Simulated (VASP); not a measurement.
Here is a VASP 6.6.1 calculation.

INCAR

```
SYSTEM = NaCl
  PREC = Accurate
  ENCUT = 500
  EDIFF = 1E-6
  ISMEAR = -4
  SIGMA = 0.1
  LREAL = .False.
  LASPH = .True.
  NELM = 200
  ALGO = Normal
  ISIF = 2
  LWAVE = .False.
  LCHARG = .False.
  LDAU = .True.
  LDAUTYPE = 2
  LDAUL = -1 1
  LDAUU = 0 3.8
  LDAUJ = 0 0
  LDAUPRINT = 1
  GGA = PS
  NBANDS = 14
  GGA_COMPAT = .False.
```

The input KPOINTS:

```
Automatic mesh
0
Gamma
  6 6 6
  0 0 0
```

Contents of POSCAR:

```
NaCl
1.0
    3.5021900000      0.0000000000      0.0000000000
    0.0000000000      3.5021900000      0.0000000000
    0.0000000000      0.0000000000      3.5021900000
Na Cl
1 1
Direct
    0.0000000000      0.0000000000      0.0000000000
    0.5000000000      0.5000000000      0.5000000000
```

Potentials or basis: VASP PAW PBE potentials, release 64 (Na_pv, Cl).

Launch:

```console
$ cat potpaw_PBE.64/Na_pv/POTCAR potpaw_PBE.64/Cl/POTCAR > POTCAR
$ mpirun -np 1 vasp_std > vasp.out
```

Estimate the band gap on the k mesh.

4.03 eV (least direct gap 4.52 eV).

Predict the pressure.

-1.5 GPa.

Caveat: the PAW data sets were made with another functional, which shifts forces and pressure a little. A k mesh can miss the band edges.
